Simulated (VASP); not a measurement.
# Li27H26Cl (a cell with a defect) in VASP: single point with PBE

Aim: the single point of Li27H26Cl (a cell with a defect) with PBE.

Everything below comes from runs of VASP 6.6.1. Logs are shortened: lines on timing, memory, paths and dates and some standing lists are left out, and cuts for length are marked.

### 1 The cell of the first run

The cell holds a defect, 54 atoms: a = 8.522 Å, b = 8.522 Å, c = 8.522 Å, α = 60.00°, β = 60.00°, γ = 60.00°.

### 2 Single point, PBE

Input file INCAR:

```
ALGO = Normal
EDIFF = 1E-6
ENCUT = 520
GGA = PE
ISIF = 2
ISMEAR = -1
LASPH = True
LCHARG = False
LREAL = Auto
LWAVE = False
NBANDS = 90
NELM = 100
PREC = Accurate
SIGMA = 0.01
```

Input file KPOINTS:

```
k-points
0
Gamma
  3 3 3
```

Input file POSCAR:

```
Li27H26Cl
1.0
    0.0000000000      6.0258581757      6.0258581757
    6.0258581757      0.0000000000      6.0258581757
    6.0258581757      6.0258581757      0.0000000000
Li Cl H
27 1 26
Direct
   -0.0003250385     -0.0003250385     -0.0003250385
   -0.0173010727     -0.0173010727      0.3506344060
   -0.0003250385     -0.0003250385      0.6676417822
   -0.0173010727      0.3506344060     -0.0173010727
   -0.0173010727      0.3506344060      0.3506344060
    0.0015690668      0.3317642666      0.6666666667
   -0.0003250385      0.6676417822     -0.0003250385
    0.0015690668      0.6666666667      0.3317642666
    0.0015690668      0.6666666667      0.6666666667
    0.3506344060     -0.0173010727     -0.0173010727
    0.3506344060     -0.0173010727      0.3506344060
    0.3317642666      0.0015690668      0.6666666667
    0.3506344060      0.3506344060     -0.0173010727
    0.3336583718      0.3336583718      0.3336583718
    0.3336583718      0.3336583718      0.6656915512
    0.3317642666      0.6666666667      0.0015690668
    0.3336583718      0.6656915512      0.3336583718
    0.3317642666      0.6666666667      0.6666666667
    0.6676417822     -0.0003250385     -0.0003250385
    0.6666666667      0.0015690668      0.3317642666
    0.6666666667      0.0015690668      0.6666666667
    0.6666666667      0.3317642666      0.0015690668
    0.6656915512      0.3336583718      0.3336583718
    0.6666666667      0.3317642666      0.6666666667
    0.6666666667      0.6666666667      0.0015690668
    0.6666666667      0.6666666667      0.3317642666
    0.6666666667      0.6666666667      0.6666666667
    0.1666666667      0.1666666667      0.1666666667
    0.1666666667      0.1666666667      0.5073558485
    0.1666666667      0.1666666667      0.8259774849
    0.1666666667      0.5073558485      0.1666666667
    0.1657762344      0.5002968107      0.5002968107
    0.1666666667      0.5073558485      0.8259774849
    0.1666666667      0.8259774849      0.1666666667
    0.1666666667      0.8259774849      0.5073558485
    0.1675570989      0.8330365226      0.8330365226
    0.5073558485      0.1666666667      0.1666666667
    0.5002968107      0.1657762344      0.5002968107
    0.5073558485      0.1666666667      0.8259774849
    0.5002968107      0.5002968107      0.1657762344
    0.5002968107      0.5002968107      0.5002968107
    0.5040025968      0.5040025968      0.8293307365
    0.5073558485      0.8259774849      0.1666666667
    0.5040025968      0.8293307365      0.5040025968
    0.5040025968      0.8293307365      0.8293307365
    0.8259774849      0.1666666667      0.1666666667
    0.8259774849      0.1666666667      0.5073558485
    0.8330365226      0.1675570989      0.8330365226
    0.8259774849      0.5073558485      0.1666666667
    0.8293307365      0.5040025968      0.5040025968
    0.8293307365      0.5040025968      0.8293307365
    0.8330365226      0.8330365226      0.1675570989
    0.8293307365      0.8293307365      0.5040025968
    0.8330365226      0.8330365226      0.8330365226
```

Potentials or basis: VASP PAW PBE potentials, release 64 (Li_sv, Cl, H).

Command:

```console
> cat potpaw_PBE.64/Li_sv/POTCAR potpaw_PBE.64/Cl/POTCAR potpaw_PBE.64/H/POTCAR > POTCAR
> mpirun -np 1 vasp_std > vasp.out
```

OUTCAR:

```text
EDIFF = 1E-6
   ENCUT = 520
   GGA = PE
   ISIF = 2
   ISMEAR = -1
   LASPH = True
   LREAL = Auto
   NELM = 100
   PREC = Accurate

 ion  position               nearest neighbor table
   1  1.000  1.000  1.000-
   2  0.983  0.983  0.351-  28 2.22
   3  1.000  1.000  0.668-
   4  0.983  0.351  0.983-  28 2.22
   5  0.983  0.351  0.351-  28 2.22
   6  0.002  0.332  0.667-
   7  1.000  0.668  1.000-
   8  0.002  0.667  0.332-
   9  0.002  0.667  0.667-
  10  0.351  0.983  0.983-  28 2.22
  11  0.351  0.983  0.351-  28 2.22
  12  0.332  0.002  0.667-
  13  0.351  0.351  0.983-  28 2.22
  14  0.334  0.334  0.334-
  15  0.334  0.334  0.666-
  16  0.332  0.667  0.002-
  17  0.334  0.666  0.334-
  18  0.332  0.667  0.667-
  19  0.668  1.000  1.000-
  20  0.667  0.002  0.332-
  21  0.667  0.002  0.667-
  22  0.667  0.332  0.002-
  23  0.666  0.334  0.334-
  24  0.667  0.332  0.667-
  25  0.667  0.667  0.002-
  26  0.667  0.667  0.332-
  27  0.667  0.667  0.667-
  28  0.167  0.167  0.167-   5 2.22  11 2.22  13 2.22  10 2.22   4 2.22   2 2.22
  29  0.167  0.167  0.507-
  30  0.167  0.167  0.826-
  31  0.167  0.507  0.167-
  32  0.166  0.500  0.500-
  33  0.167  0.507  0.826-
  34  0.167  0.826  0.167-
[... 18 lines left out ...]
  53  0.829  0.829  0.504-
  54  0.833  0.833  0.833-

  LATTYP: Found a face centered cubic cell.
 ALAT       =    12.0517163514

  Lattice vectors:

 A1 = (   0.0000000000,   6.0258581757,   6.0258581757)
 A2 = (   6.0258581757,   0.0000000000,   6.0258581757)
 A3 = (   6.0258581757,   6.0258581757,   0.0000000000)

Analysis of symmetry for initial positions (statically):
=====================================================================
 Subroutine PRICEL returns:
 Original cell was already a primitive cell.

 Routine SETGRP: Setting up the symmetry group for a
 face centered cubic supercell.

 Subroutine GETGRP returns: Found 48 space group operations
 (whereof  6 operations were pure point group operations)
 out of a pool of 48 trial point group operations.

The static configuration has the point symmetry C_3v.
 The point group associated with its full space group is O_h .

Analysis of symmetry for dynamics (positions and initial velocities):
=====================================================================
 Subroutine PRICEL returns:
 Original cell was already a primitive cell.

 Routine SETGRP: Setting up the symmetry group for a
 face centered cubic supercell.

 Subroutine GETGRP returns: Found 48 space group operations
 (whereof  6 operations were pure point group operations)
 out of a pool of 48 trial point group operations.

The dynamic configuration has the point symmetry C_3v.
 The point group associated with its full space group is O_h .

 Subroutine INISYM returns: Found 48 space group operations
 (whereof  6 operations are pure point group operations),
 and found     1 'primitive' translations

----------------------------------------------------------------------------------------

                                     Primitive cell

  volume of cell :     437.6095

  direct lattice vectors                    reciprocal lattice vectors
     0.000000000  6.025858176  6.025858176    -0.082975733  0.082975733  0.082975733
     6.025858176  0.000000000  6.025858176     0.082975733 -0.082975733  0.082975733
     6.025858176  6.025858176  0.000000000     0.082975733  0.082975733 -0.082975733

  length of vectors
     8.521850357  8.521850357  8.521850357     0.143718186  0.143718186  0.143718186

  position of ions in fractional coordinates (direct lattice)
     0.999674961  0.999674961  0.999674961
     0.982698927  0.982698927  0.350634406
     0.999674961  0.999674961  0.667641782
     0.982698927  0.350634406  0.982698927
     0.982698927  0.350634406  0.350634406
     0.001569067  0.331764267  0.666666667
[... 46 lines left out ...]
     0.829330736  0.829330736  0.504002597
     0.833036523  0.833036523  0.833036523

  ion indices of the primitive-cell ions
   primitive index   ion index
                 1           1
                 2           2
                 3           3
                 4           4
                 5           5
                 6           6
[... 46 lines left out ...]
                53          53
                54          54

----------------------------------------------------------------------------------------

 KPOINTS: k-points

Automatic generation of k-mesh.
 Grid dimensions read from file:
 generate k-points for:    3    3    3

 Generating k-lattice:

  Cartesian coordinates                     Fractional coordinates (reciprocal lattice)
    -0.027658578  0.027658578  0.027658578     0.333333333  0.000000000  0.000000000
     0.027658578 -0.027658578  0.027658578     0.000000000  0.333333333  0.000000000
     0.027658578  0.027658578 -0.027658578     0.000000000  0.000000000  0.333333333

  Length of vectors
     0.047906062  0.047906062  0.047906062

  Shift w.r.t. Gamma in fractional coordinates (k-lattice)
     0.000000000  0.000000000  0.000000000

 Subroutine IBZKPT returns following result:
 ===========================================

 Found      4 irreducible k-points:

 Following reciprocal coordinates:
            Coordinates               Weight
  0.000000  0.000000  0.000000      1.000000
  0.333333  0.000000  0.000000      8.000000
  0.333333  0.333333  0.000000      6.000000
 -0.333333  0.333333  0.000000     12.000000
   k-points           NKPTS =      4   k-points in BZ     NKDIM =      4   number of bands    NBANDS=     90
   number of dos      NEDOS =    301   number of ions     NIONS =     54
   total plane-waves  NPLWV = 262144
   dimension x,y,z NGX =    64 NGY =   64 NGZ =   64
   dimension x,y,z NGXF=   128 NGYF=  128 NGZF=  128
   ions per type =              27   1  26
   NGX,Y,Z   is equivalent  to a cutoff of  12.49, 12.49, 12.49 a.u.
   NGXF,Y,Z  is equivalent  to a cutoff of  24.97, 24.97, 24.97 a.u.
 SYSTEM =  unknown system
   PREC   = accura    normal or accurate (medium, high low for compatibility)
   ISTART =      0    job   : 0-new  1-cont  2-samecut
   ICHARG =      2    charge: 1-file 2-atom 10-const
   ISPIN  =      1    spin polarized calculation?
   LNONCOLLINEAR =      F non collinear calculations
   LSORBIT =      F    spin-orbit coupling
   LASPH  =      T    aspherical Exc in radial PAW
   ENCUT  =  520.0 eV  38.22 Ry    6.18 a.u.  15.84 15.84 15.84*2*pi/ulx,y,z
   NELM   =    100;   NELMIN=  2; NELMDL= -5     # of ELM steps
   EDIFF  = 0.1E-05   stopping-criterion for ELM
   LREAL  =      T    real-space projection
   EDIFFG = 0.1E-04   stopping-criterion for IOM
   NSW    =      0    number of steps for IOM
   IBRION =     -1    ionic relax: 0-MD 1-quasi-New 2-CG
   NFREE  =      0    steps in history (QN), initial steepest desc. (CG)
   ISIF   =      2    stress and relaxation
   ISYM   =      2    0-nonsym 1-usesym 2-fastsym
   POTIM  = 0.5000    time-step for ionic-motion
   TEBEG  =    0.0;   TEEND  =   0.0 temperature during run
   PSTRESS=    0.0 pullay stress
   NELECT =     114.0000    total number of electrons
   NUPDOWN=      -1.0000    fix difference up-down
   EMIN   =  10.00;   EMAX   =-10.00  energy-range for DOS
   EFERMI =   0.00;   METHOD = LEGACY
   ISMEAR =    -1;   SIGMA  =   0.01  broadening in eV -4-tet -1-fermi 0-gaus
   EFERMI_NEDOS =   21; number of points for ismear=-14 and -15
   IALGO  =     38    algorithm
   IMIX   =      4    mixing-type and parameters
     AMIX     =   0.40;   BMIX     =  1.00
     AMIX_MAG =   1.60;   BMIX_MAG =  1.00
  volume/ion in A,a.u.               =       8.10        54.69
  Fermi-wavevector in a.u.,A,eV,Ry     =   1.045557  1.975815 14.873734  1.093189
  Thomas-Fermi vector in A             =   2.180357
   LORBIT       =      0    0 simple, 1 ext, 2 COOP (PROOUT), +10 PAW based schemes
   GGA     = PE    functional components
   LHFCALC =     F    Hartree Fock is set to
   AEXX    =    0.0000 exact exchange contribution
   IVDW    =     0    specifies the selected vdW correction
   LEPSILON=     F    determine dielectric tensor
   LRPA    =     F    only Hartree local field effects (RPA)
 non-spin polarized calculation
  energy-cutoff  :      520.00
  volume of cell :      437.61
 maximum number of plane-waves:     11806
   NGX = 31   NGY = 31   NGZ = 31

 number of electron     113.9999998 magnetization

 Free energy of the ion-electron system (eV)
  ---------------------------------------------------
  ext. energy  EPLUGINS =         0.00000000
  ---------------------------------------------------
  free energy    TOTEN  =      -165.33689279 eV

  energy without entropy =     -165.33689279  energy(sigma->0) =     -165.33689279

 E-fermi :   0.6202     XC(G=0):  -8.6430

 val. band max:        0.2736987641   @ k =  -0.3333   0.3333   0.0000
 cond. band min:       3.8042455774   @ k =  -0.3333   0.3333   0.0000
 fundamental gap:      3.5305468133
 Fermi energy:         0.6201802861

 k-point     1 :       0.0000    0.0000    0.0000
  band No.  band energies     occupation
      1     -43.9923      2.00000
      2     -43.9840      2.00000
      3     -43.9840      2.00000
      4     -43.9840      2.00000
      5     -43.9804      2.00000
      6     -43.9804      2.00000
[... 61 lines left out ...]
     68       6.1894      0.00000
     69       6.1894      0.00000

 k-point     2 :       0.3333    0.0000    0.0000
  band No.  band energies     occupation
      1     -43.9916      2.00000
      2     -43.9847      2.00000
      3     -43.9838      2.00000
      4     -43.9838      2.00000
      5     -43.9807      2.00000
      6     -43.9807      2.00000
[... 61 lines left out ...]
     68       5.9051      0.00000
     69       5.9051      0.00000

 k-point     3 :       0.3333    0.3333    0.0000
  band No.  band energies     occupation
      1     -43.9913      2.00000
      2     -43.9842      2.00000
      3     -43.9841      2.00000
      4     -43.9841      2.00000
      5     -43.9812      2.00000
      6     -43.9804      2.00000
[... 61 lines left out ...]
     68       6.4181      0.00000
     69       6.4182      0.00000

 k-point     4 :      -0.3333    0.3333    0.0000
  band No.  band energies     occupation
      1     -43.9910      2.00000
      2     -43.9845      2.00000
      3     -43.9842      2.00000
      4     -43.9838      2.00000
      5     -43.9810      2.00000
      6     -43.9806      2.00000
[... 61 lines left out ...]
     68       5.8434      0.00000
     69       5.8510      0.00000
 [bands above 69 left out]

------------------------ aborting loop because EDIFF is reached ----------------------------------------

  FORCE on cell =-STRESS in cart. coord.  units (eV):
  Direction    XX          YY          ZZ          XY          YZ          ZX
  --------------------------------------------------------------------------------------
  -------------------------------------------------------------------------------------
  Total        4.7973410      4.7973410      4.7973410     -0.0000000     -0.0000000     -0.0000000
  in kB       17.5640417     17.5640417     17.5640417     -0.0000000     -0.0000000     -0.0000000
  external PRESSURE =      17.5640417 kB  Pullay stress =       0.0000000 kB

 VOLUME and BASIS-vectors are now :
 -----------------------------------------------------------------------------
  energy-cutoff  :      520.00
  volume of cell :      437.61
      direct lattice vectors                 reciprocal lattice vectors
     0.000000000  6.025858176  6.025858176    -0.082975733  0.082975733  0.082975733
     6.025858176  0.000000000  6.025858176     0.082975733 -0.082975733  0.082975733
     6.025858176  6.025858176  0.000000000     0.082975733  0.082975733 -0.082975733

 POSITION                                       TOTAL-FORCE (eV/Angst)
 -----------------------------------------------------------------------------------
     12.04780     12.04780     12.04780        -0.012419     -0.012419     -0.012419
      8.03448      8.03448     11.84321         0.000000      0.000000     -0.010169
     10.04701     10.04701     12.04780         0.012419      0.012419     -0.012419
      8.03448     11.84321      8.03448         0.000000     -0.010169     -0.000000
      4.22575      8.03448      8.03448         0.010169      0.000000     -0.000000
      6.01640      4.02669      2.00862         0.007975     -0.007975     -0.000000
[... 46 lines left out ...]
      8.03448      8.03448      9.99486         0.000000      0.000000      0.019645
     10.03952     10.03952     10.03952         0.003816      0.003816      0.003816
 -----------------------------------------------------------------------------------
    total drift:                                0.000069      0.000069      0.000068

  FREE ENERGIE OF THE ION-ELECTRON SYSTEM (eV)
  ---------------------------------------------------
  free  energy   TOTEN  =      -165.3368927933 eV

  energy  without entropy=     -165.3368927933  energy(sigma->0) =     -165.33689279
```

Run time: 8.8 min. Hardware: 1 thread of AMD EPYC 7R13 (Zen 3), shared host; peak memory 0.55 GiB.

Results:

```yaml
Free_energy: -165.3369 eV
Largest_force: 0.022 eV/Å
Band_gap_on_the_k_mesh: 3.53 eV
```

Forces in eV/Å, atoms in the order of the input:
```
Li  -0.012 -0.012 -0.012
Li   0.000  0.000 -0.010
Li   0.012  0.012 -0.012
Li   0.000 -0.010  0.000
Li   0.010  0.000  0.000
Li   0.008 -0.008  0.000
Li   0.012 -0.012  0.012
Li   0.008  0.000 -0.008
Li   0.000 -0.008 -0.008
Li  -0.010  0.000  0.000
Li   0.000  0.010  0.000
Li  -0.008  0.008  0.000
Li   0.000  0.000  0.010
Li   0.012  0.012  0.012
Li  -0.012 -0.012  0.012
Li  -0.008  0.000  0.008
Li  -0.012  0.012 -0.012
Li   0.000  0.008  0.008
Li  -0.012  0.012  0.012
Li   0.000  0.008 -0.008
Li  -0.008  0.000 -0.008
Li   0.000 -0.008  0.008
Li   0.012 -0.012 -0.012
Li   0.008  0.000  0.008
Li  -0.008 -0.008  0.000
Li   0.008  0.008  0.000
Li   0.000  0.000  0.000
Cl   0.000  0.000  0.000
H    0.006  0.006  0.000
H   -0.006 -0.006  0.000
H    0.006  0.000  0.006
H   -0.004  0.004  0.004
H    0.000 -0.006  0.006
H   -0.006  0.000 -0.006
H    0.000  0.006 -0.006
H    0.004 -0.004 -0.004
H    0.000  0.006  0.006
H    0.004 -0.004  0.004
H   -0.006  0.000  0.006
H    0.004  0.004 -0.004
H   -0.004 -0.004 -0.004
H    0.000  0.000 -0.020
H   -0.006  0.006  0.000
H    0.000 -0.020  0.000
H    0.020  0.000  0.000
H    0.000 -0.006 -0.006
H    0.006  0.000 -0.006
H   -0.004  0.004 -0.004
H    0.006 -0.006  0.000
H   -0.020  0.000  0.000
H    0.000  0.020  0.000
H   -0.004 -0.004  0.004
H    0.000  0.000  0.020
H    0.004  0.004  0.004
```

Caveat: the cutoff is under 1.25 times the usual one of these potentials, so pressure, stress and relaxed cells hold a basis-set (Pulay) error.
